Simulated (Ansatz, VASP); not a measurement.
# Two plane-wave programs on CoO

Contents of INCAR:

```
SYSTEM = CoO
ALGO = Normal
EDIFF = 1E-6
ENCUT = 600
GGA = PE
GGA_COMPAT = .False.
ISIF = 2
ISMEAR = 0
ISPIN = 2
LASPH = .True.
LCHARG = .False.
LDAU = .True.
LDAUJ = 0 0
LDAUL = 2 -1
LDAUPRINT = 1
LDAUTYPE = 2
LDAUU = 3.3 0
LMAXMIX = 4
LORBIT = 11
LREAL = .False.
LWAVE = .False.
MAGMOM = 2.88 0.24
NBANDS = 22
NELM = 200
PREC = Accurate
SIGMA = 0.05
```

KPOINTS

```
k-points
0
Gamma
  10 10 10
  0 0 0
```

Contents of POSCAR:

```
CoO
1.0
    0.0000000000      2.1695022087      2.1695022087
    2.1695022087      0.0000000000      2.1695022087
    2.1695022087      2.1695022087      0.0000000000
Co O
1 1
Direct
    0.0000000000      0.0000000000      0.0000000000
    0.5000000000      0.5000000000      0.5000000000
```

Input for Ansatz:

```yaml
crystal:
  lattice:
    - [0.0, 2.1695022087, 2.1695022087]
    - [2.1695022087, 0.0, 2.1695022087]
    - [2.1695022087, 2.1695022087, 0.0]
  atoms:
    - { symbol: Co, position: [0.0, 0.0, 0.0], spin: 2.86 }
    - { symbol: O, position: [0.5, 0.5, 0.5] }
basis:
  ecutwfc: 420
  ecutrho_ratio: 4
kpoints:
  mp_grid: { grid: [10, 10, 10] }
hamiltonian:
  xc: pbe
  hubbard:
    sites:
      - { species: Co, l: d, u_eff: 3.3, starting_ns: start.occupation_matrices }
    ns_hold: { iters: 6 }
scf:
  occupations: { method: gaussian, width: 0.05 }
  lower_state_search: "off"
output:
  forces: true
  stress: true
  eigenvalues: true
  populations: true
  hubbard: { sites: [{ species: Co, l: d }] }
magnetization:
  spin_polarized: true
```

Alike in both runs: task single point; functional PBE; k mesh 10 × 10 × 10; occupations gaussian, width 0.05 eV; collinear spin; Hubbard terms Co d U = 3.3 eV.

```csv
,VASP,Ansatz
version,VASP 6.6.1,Ansatz 0.2.0
potentials or method,"VASP PAW PBE potentials, release 64 (Co_sv, O), cutoff 600 eV","scalar-relativistic, plane waves, PAW"
valence electrons in the cell,23,23
```

|  | VASP | Ansatz | Ansatz less VASP |
| --- | --- | --- | --- |
| pressure (GPa) | -11.3 | -1.5 | +9.77 |
| net moment per atom (μB) | 1.50 | 1.50 | 0.000 |
| size of the moment on the site where the two differ most (μB) | 2.69 | 2.62 | -0.071 |

Site moments also hang on the region over which each program counts them. The programs project onto different local orbitals, so the same U acts differently, and such runs can settle in different states. Ansatz's warnings: symmetry narrowed by occupation matrices.
